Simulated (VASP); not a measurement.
P: single point with PBEsol+D4

Crystal: P.

```xyz
1
Lattice="2.3154 0.0000 0.0000 0.0000 2.3154 0.0000 0.0000 0.0000 2.3154" Properties=species:S:1:pos:R:3 pbc="T T T"
P     0.0000    0.0000    0.0000
```

This isn't the form of P at room conditions, which is orthorhombic.

```json
{"Program": "VASP 6.6.1", "Task": "single point", "Functional": "PBEsol", "Dispersion": "D4", "Potentials or basis": "VASP PAW PBE potentials, release 64 (P)", "Cutoff": "500 eV", "k mesh": "18 × 18 × 18", "Occupations": "gaussian, width 0.1 eV", "Spin": "no spin polarisation", "Dipole correction": "no", "Further INCAR settings": "ALGO = Normal; EDIFF = 1e-06; NBANDS = 8"}
```

```
Pressure                   : 18.8 GPa
Band gap on the k mesh     : zero (an odd number of electrons rules out a gap without spin polarisation)
Dispersion energy per atom : -0.329 eV
```

Levels at points of the mesh, in eV from the Fermi level:
| k point | band 1 | band 2 | band 3 | band 4 | band 5 | band 6 |
| --- | --- | --- | --- | --- | --- | --- |
| (0.00, 0.00, 0.00) | -18.17 | 6.01 | 6.01 | 6.01 | 6.68 | 6.68 |
| (0.50, 0.00, 0.00) | -12.95 | -10.10 | 9.58 | 9.58 | 9.64 | 15.14 |
| (0.50, 0.50, 0.00) | -7.19 | -6.02 | -6.02 | -0.09 | 12.95 | 18.11 |
| (0.50, 0.50, 0.50) | -2.26 | -2.26 | -2.26 | 0.48 | 4.14 | 4.14 |

It took 7.7 s on 1 thread of Intel(R) Xeon(R) 6975P-C (Granite Rapids) (shared host), peak memory 0.12 GiB.

Caveat: the cell stands under pressure; the PAW data sets were made with another functional, which shifts forces and pressure a little.
